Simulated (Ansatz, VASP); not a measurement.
**InSe in VASP and in Ansatz**

The input INCAR:

```
SYSTEM = InSe
PREC = Accurate
ENCUT = 520
EDIFF = 1E-6
ISMEAR = 0
SIGMA = 0.01
LREAL = .False.
LASPH = .True.
NELM = 100
ALGO = Normal
ISIF = 2
LWAVE = .False.
LCHARG = .False.
GGA = PS
NBANDS = 27
```

Contents of KPOINTS:

```
Automatic mesh
0
Gamma
  6 6 6
  0 0 0
```

File POSCAR:

```
InSe
1.0
    2.0645602309      1.1919748816      8.7124441745
   -2.0645602309      1.1919748816      8.7124441745
    0.0000000000     -2.3839487309      8.7124441745
In Se
2 2
Direct
    0.0000000000      0.0000000000      0.0000000000
    0.1114000000      0.1114000000      0.1114000000
    0.6165000000      0.6165000000      0.6165000000
    0.8281000000      0.8281000000      0.8281000000
```

Input for Ansatz:

```yaml
crystal:
  lattice:
    - [2.0645602309127344, 1.1919748815975826, 8.712444174451738]
    - [-2.0645602309127344, 1.1919748815975826, 8.712444174451738]
    - [0.0, -2.3839487309150496, 8.712444174451738]
  atoms:
    - { symbol: In, position: [0.0, 0.0, 0.0] }
    - { symbol: In, position: [0.1114, 0.1114, 0.1114] }
    - { symbol: Se, position: [0.6165, 0.6165, 0.6165] }
    - { symbol: Se, position: [0.8281, 0.8281, 0.8281] }
basis:
  ecutwfc: 550.0
kpoints:
  mp_grid:
    grid: [6, 6, 6]
hamiltonian:
  xc: pbesol
  pseudopotentials:
    kind: paw
scf:
  occupations:
    method: fixed
output:
  stress: true
```

Alike in both runs: task single point; functional PBEsol; k mesh 6 × 6 × 6; no spin polarisation.

```csv
,VASP,Ansatz
version,VASP 6.6.1,Ansatz 0.2.0
potentials or method,"VASP PAW PBE potentials, release 64 (In_d, Se), cutoff 520 eV","plane waves, PAW"
occupations,"gaussian, width 0.01 eV",fixed
valence electrons in the cell,38,58
```

|  | VASP | Ansatz | Ansatz less VASP |
| --- | --- | --- | --- |
| pressure (GPa) | -3.7 | -3.7 | -0.03 |
| traceless stress, the component that is largest in VASP (GPa) | -0.36 | -0.35 | +0.007 |

VASP's potentials were made for PBE, not for PBEsol. VASP's potentials hold 38 valence electrons a cell and Ansatz's 58, so a difference there can come from the potentials and not from the codes.
